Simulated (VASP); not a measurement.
The system is ZnO.

```
Zn O
1.0
     0.00000    2.13377    2.13377
     2.13377    0.00000    2.13377
     2.13377    2.13377    0.00000
Zn O
1 1
Direct
  0.00000 0.00000 0.00000
  0.50000 0.50000 0.50000
```

Program: VASP 6.6.1. Alike in all runs: task single point; potentials or basis VASP PAW PBE potentials, release 64 (Zn, O); no spin polarisation; cell as given; cutoff (eV) 520; smearing gaussian 0.01 eV.

Q: Order these runs on this cell by their band gap on the k mesh, lowest first.
A. level r2SCAN; k mesh 8 × 8 × 8
B. level PBE-based screened hybrid with 100 % exact exchange; k mesh 4 × 4 × 4; grid for exact exchange (PRECFOCK) Normal; share of exact exchange 1; screening parameter 0.3 1/Å
C. level HSE06; k mesh 4 × 4 × 4; grid for exact exchange (PRECFOCK) Normal; share of exact exchange 0.25; screening parameter 0.2079 1/Å
D. level PBE-based global hybrid with 20 % exact exchange; k mesh 4 × 4 × 4; grid for exact exchange (PRECFOCK) Normal; share of exact exchange 0.2

A: A (1.55 eV), C (2.70 eV), D (2.95 eV), B (7.70 eV).

Caveats: some runs use coarse meshes.

A k mesh can miss the band edges.
